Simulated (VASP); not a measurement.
Set up this calculation in VASP 6.6.1, as the native input.

```yaml
Task: relaxation of the atoms
Functional: PBE
Potentials_or_basis: VASP PAW PBE potentials, release 64 (Si, N)
Cutoff: 520 eV
k_mesh: 4 × 4 × 10
Occupations: fermi-dirac, width 0.02 eV
Spin: no spin polarisation
Dipole_correction: no
Further_INCAR_settings: ALGO = Normal; EDIFF = 1e-07; IBRION = 2; EDIFFG = -0.02; NSW = 80
```

The structure of Si3N4 lies in POSCAR:

```
Si3N4
1.0
    7.4399564957      0.0000000000      0.0000000000
   -3.7199782478      6.4431913283      0.0000000000
    0.0000000000      0.0000000000      2.8430527633
Si N
6 8
Direct
    0.7673199111      0.1735618873      0.3256358183
    0.5937580238      0.7673199111      0.8256358183
    0.8264381127      0.5937580238      0.3256358183
    0.2326800889      0.8264381127      0.8256358183
    0.4062419762      0.2326800889      0.3256358183
    0.1735618873      0.4062419762      0.8256358183
    0.0293608826      0.3297475828      0.3256531520
    0.6996132998      0.0293608826      0.8256531520
    0.6702524172      0.6996132998      0.3256531520
    0.9706391174      0.6702524172      0.8256531520
    0.3003867002      0.9706391174      0.3256531520
    0.3297475828      0.3003867002      0.8256531520
    0.3333333333      0.6666666667     -0.1744669108
    0.6666666667      0.3333333333      0.3255330892
```

One way to write it, as run:

INCAR

```
SYSTEM = Si3N4
PREC = Accurate
ENCUT = 520
EDIFF = 1E-7
ISMEAR = -1
SIGMA = 0.02
LREAL = .False.
LASPH = .True.
NELM = 80
ALGO = Normal
ISIF = 2
LWAVE = .False.
LCHARG = .False.
GGA = PE
IBRION = 2
NSW = 80
EDIFFG = -0.02
KPAR = 4
```

KPOINTS

```
regular mesh
0
Gamma
  4 4 10
  0 0 0
```

Potentials or basis: VASP PAW PBE potentials, release 64 (Si, N).

Launch:

```bash
$ cat potpaw_PBE.64/Si/POTCAR potpaw_PBE.64/N/POTCAR > POTCAR
$ mpirun -np 4 vasp_std > vasp.out
```

It gave:

| Property | Result |
| --- | --- |
| Energy gained by relaxing | 1.1 meV/atom |
| Ionic steps | 8 |
| Pressure after relaxing | 24.0 GPa |
| Largest force after relaxing | 0.009 eV/Å |
| Band gap on the k mesh | 4.60 eV (least direct gap 4.78 eV) |

It took 7.6 min on 4 MPI ranks on Oxide Virtual Turin-like Processor (shared host), peak memory 0.29 GiB a rank.
